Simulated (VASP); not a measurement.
**Si2W: single point with LDA+U**

The system is Si2W.

```xyz
9
Lattice="4.6169 0.0000 0.0000 -2.3084 3.9983 0.0000 0.0000 0.0000 6.6532" Properties=species:S:1:pos:R:3 pbc="T T T"
W     2.3084    0.0000    3.3266
W     1.1542    1.9992    5.5444
W    -1.1542    1.9992    1.1089
Si    1.1332    0.6542    1.1089
Si    3.4837    0.6542    5.5444
Si    0.0000    1.3085    3.3266
Si    1.1753    3.3441    1.1089
Si   -1.1753    3.3441    5.5444
Si    2.3084    2.6899    3.3266
```

```yaml
Program: VASP 6.6.1
Task: single point
Functional: LDA
Potentials_or_basis: VASP PAW LDA potentials, release 64 (W_sv, Si)
Cutoff: 520 eV
k_mesh: 5 × 5 × 3
Occupations: fermi-dirac, width 0.05 eV
Spin: no spin polarisation
Hubbard_terms: W d U = 5.0 eV
Dipole_correction: no
Further_INCAR_settings: ALGO = Normal; EDIFF = 1e-06; NBANDS = 43
```

```yaml
Pressure: -4.2 GPa
Largest_force: 0.034 eV/Å
Band_gap_on_the_k_mesh: 0.50 eV, indirect (least direct gap 1.12 eV)
```

Forces in eV/Å, atoms in the order of the input:
```
W    0.000  0.000  0.000
W    0.000  0.000  0.000
W    0.000  0.000  0.000
Si  -0.030 -0.017  0.000
Si   0.030 -0.017  0.000
Si   0.000 -0.034  0.000
Si   0.030  0.017  0.000
Si  -0.030  0.017  0.000
Si   0.000  0.034  0.000
```

Stress tensor (GPa, compression positive):
```
-3.92  0.00  0.00
 0.00 -3.92  0.00
 0.00  0.00 -4.86
```

Levels at points of the mesh, in eV from the valence-band top:
```
           k point  band 29  band 30  band 31  band 32  band 33  band 34  band 35  band 36  band 37  band 38
(0.00, 0.00, 0.00)    -2.91    -2.91    -2.63    -2.29    -0.71     2.49     2.49     2.60     2.86     2.94
```

Eigenvalues of the final occupation matrices:
```tsv
site	spin	trace	eigenvalues
site 1 d	1	1.79	0.27 0.32 0.37 0.38 0.45
site 1 d	2	1.79	0.27 0.32 0.37 0.38 0.45
site 2 d	1	1.79	0.27 0.32 0.37 0.38 0.45
site 2 d	2	1.79	0.27 0.32 0.37 0.38 0.45
site 3 d	1	1.79	0.27 0.32 0.37 0.38 0.45
site 3 d	2	1.79	0.27 0.32 0.37 0.38 0.45
```

Wall time 84 s on 1 thread of Intel(R) Xeon(R) Platinum 8259CL CPU @ 2.50GHz (Skylake/Cascade Lake), with other jobs on the host, peak memory 0.21 GiB.

Caveat: spin-orbit coupling is left out, which moves the levels of the heavy elements; the U is typed as a test and isn't derived for this compound. A k mesh can miss the band edges.
